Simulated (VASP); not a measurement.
Here is a VASP 6.6.1 calculation.

Contents of POSCAR:

```
Os
1.0
    0.0000000000      1.9158250000      1.9741750000
    1.9158250000      0.0000000000      1.9741750000
    1.9158250000      1.9158250000      0.0000000000
Os
1
Direct
    0.0000000000      0.0000000000      0.0000000000
```

INCAR.step1

```
PREC = Accurate
ENCUT = 520
ISMEAR = 0
SIGMA = 0.15
LREAL = F
LASPH = T
NELM = 60
NBANDS = 10
GGA = PE
ALGO = Normal
EDIFF = 1E-4
LWAVE = T
LCHARG = F
```

The input INCAR.step2:

```
PREC = Accurate
ENCUT = 520
EDIFF = 1E-6
ISMEAR = 0
SIGMA = 0.15
LREAL = F
LASPH = T
NELM = 60
ALGO = Normal
ISIF = 2
LWAVE = F
LCHARG = T
METAGGA = R2SCAN
LMIXTAU = T
LELF = T
LVHAR = T
NBANDS = 10
ISTART = 1
```

KPOINTS

```
regular mesh
0
Gamma
  20 20 20
```

Potentials or basis: VASP PAW PBE potentials, release 64 (Os).

Command:

```bash
$ cat potpaw_PBE.64/Os/POTCAR > POTCAR
$ cp INCAR.step1 INCAR
$ mpirun -np 1 vasp_std > vasp.out
$ cp INCAR.step2 INCAR
$ mpirun -np 1 vasp_std > vasp.out
```

Problem. Estimate the pressure.

Solution. -10.7 GPa.

Problem. Predict the band gap on the k mesh.

Solution. Zero (band 4 reaches 11.18 eV, above the bottom of band 5 at 7.14 eV).

Stress tensor (GPa, compression positive):
```
 -7.56   0.00   0.00
  0.00  -7.56   0.00
  0.00   0.00 -16.87
```

Caveat: the cell differs from its parent crystal (strain -0.015 along x and y, +0.015 along z); the PAW data sets were made with another functional, which shifts forces and pressure a little; spin-orbit coupling is left out, which moves the levels of the heavy elements.
